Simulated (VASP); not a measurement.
Input of a VASP 6.6.1 run:

File INCAR:

```
PREC = Accurate
ENCUT = 520
EDIFF = 1E-6
ISMEAR = 0
SIGMA = 0.15
LREAL = False
LASPH = True
NELM = 100
ALGO = Fast
ISIF = 2
LWAVE = False
LCHARG = False
GGA = CA
NBANDS = 17
```

The input KPOINTS:

```
regular mesh
0
Gamma
  9 9 14
```

POSCAR

```
Ba
1.0
    7.0919155192      0.0000000000      0.0000000000
   -3.5459577597      6.1417790011      0.0000000000
    0.0000000000      0.0000000000      3.8044354002
Ba
2
Direct
    0.3333333333      0.6666666667      0.5000000000
    0.6666666667      0.3333333333      0.5000000000
```

Potentials or basis: VASP PAW LDA potentials, release 64 (Ba_sv).

The run is started by

```console
$ cat potpaw_LDA.64/Ba_sv/POTCAR > POTCAR
$ mpirun -np 1 vasp_std > vasp.out
```

What does it give for the band gap on the k mesh?

Zero (band 10 reaches 1.00 eV, above the bottom of band 11 at 0.07 eV).

Estimate the pressure.

-0.5 GPa.

Stress tensor (GPa, compression positive):
```
-0.58  0.00  0.00
 0.00 -0.58  0.00
 0.00  0.00 -0.26
```

Caveat: spin-orbit coupling is left out, which moves the levels of the heavy elements.
